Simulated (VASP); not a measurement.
Wanted: the native input for a VASP 6.6.1 run.

| Quantity | Value |
| --- | --- |
| Task | single point |
| Functional | PBE |
| Potentials or basis | VASP PAW PBE potentials, release 64 (Zn, Se, S) |
| Cutoff | 520 eV |
| k mesh | 6 × 6 × 1 |
| Occupations | gaussian, width 0.1 eV |
| Spin | no spin polarisation |
| Dipole correction | no |
| Further INCAR settings | ALGO = Normal; EDIFF = 1e-06; NBANDS = 66 |

The structure of Zn3Se2S lies in POSCAR:

```
Zn3Se2S
1.0
    3.9838386000      0.0000000000      0.0000000000
   -1.9919193000      3.4501054000      0.0000000000
    0.0000000000      0.0000000000     19.5553813000
Zn Se S
6 4 2
Direct
    0.0000000000      0.0000000000      0.0001200000
    0.0000000000      0.0000000000      0.5001200000
    0.3333333000      0.6666667000      0.1715860000
    0.6666667000      0.3333333000      0.6715860000
    0.6666667000      0.3333333000      0.3286190000
    0.3333333000      0.6666667000      0.8286190000
    0.0000000000      0.0000000000      0.1269310000
    0.0000000000      0.0000000000      0.6269310000
    0.6666667000      0.3333333000      0.4556150000
    0.3333333000      0.6666667000      0.9556150000
    0.3333333000      0.6666667000      0.2921280000
    0.6666667000      0.3333333000      0.7921280000
```

These files were run (other wordings do the same):

INCAR

```
SYSTEM = Zn3Se2S
PREC = Accurate ; ENCUT = 520
EDIFF = 1E-6 ; ISMEAR = 0
SIGMA = 0.1 ; LREAL = .False.
LASPH = .True. ; NELM = 100
ALGO = Normal ; ISIF = 2
LWAVE = .False. ; LCHARG = .True.
GGA = PE ; LELF = .True.
LVHAR = .True. ; NBANDS = 66
```

KPOINTS

```
Automatic mesh
0
Gamma
  6 6 1
  0 0 0
```

Potentials or basis: VASP PAW PBE potentials, release 64 (Zn, Se, S).

Launch:

```sh
$ cat potpaw_PBE.64/Zn/POTCAR potpaw_PBE.64/Se/POTCAR potpaw_PBE.64/S/POTCAR > POTCAR
$ mpirun -np 1 vasp_std > vasp.out
```

It gave:

The pressure is 0.2 GPa, the largest force is 0.013 eV/Å and the band gap on the k mesh is 1.25 eV, direct.

It took 3.1 min on 1 thread of Intel(R) Xeon(R) Platinum 8259CL CPU @ 2.50GHz (Skylake/Cascade Lake) (shared host), peak memory 0.4 GiB.
